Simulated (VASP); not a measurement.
A run of VASP 6.6.1:

The input INCAR:

```
SYSTEM = Zr2PbO
  PREC = Accurate
  ENCUT = 520
  EDIFF = 1E-6
  ISMEAR = 0
  SIGMA = 0.1
  LREAL = .False.
  LASPH = .True.
  NELM = 80
  ALGO = Normal
  ISIF = 2
  LWAVE = .False.
  LCHARG = .False.
  GGA = PE
  NBANDS = 54
```

Contents of KPOINTS:

```
regular mesh
0
Gamma
  4 4 2
  0 0 0
```

Contents of POSCAR:

```
Zr2PbO
1.0
    4.2341427500      0.0000000000      0.0000000000
    0.0000000000      4.2341427500      0.0000000000
    0.0000000000      0.0000000000      8.4219983100
Zr Pb O
4 2 2
Direct
    0.0000000000      0.0000000000      0.0000000000
    0.5000000000      0.5000000000      0.0000000000
    0.0000000000      0.5000000000      0.6746896500
    0.5000000000      0.0000000000      0.3253103500
    0.0000000000      0.5000000000      0.3004739000
    0.5000000000      0.0000000000      0.6995261000
    0.0000000000      0.5000000000      0.9142350600
    0.5000000000      0.0000000000      0.0857649400
```

Potentials or basis: VASP PAW PBE potentials, release 64 (Zr_sv, Pb_d, O).

Run with:

```bash
$ cat potpaw_PBE.64/Zr_sv/POTCAR potpaw_PBE.64/Pb_d/POTCAR potpaw_PBE.64/O/POTCAR > POTCAR
$ mpirun -np 1 vasp_std > vasp.out
```

Hardware: 1 thread of Intel(R) Xeon(R) 6975P-C (Granite Rapids) (shared host).

Estimate the wall time of this run.

Run time: 54 s on 1 thread of Intel(R) Xeon(R) 6975P-C (Granite Rapids), with other jobs on the host, peak memory 0.28 GiB. Counts: scf iterations 15, k points 12.
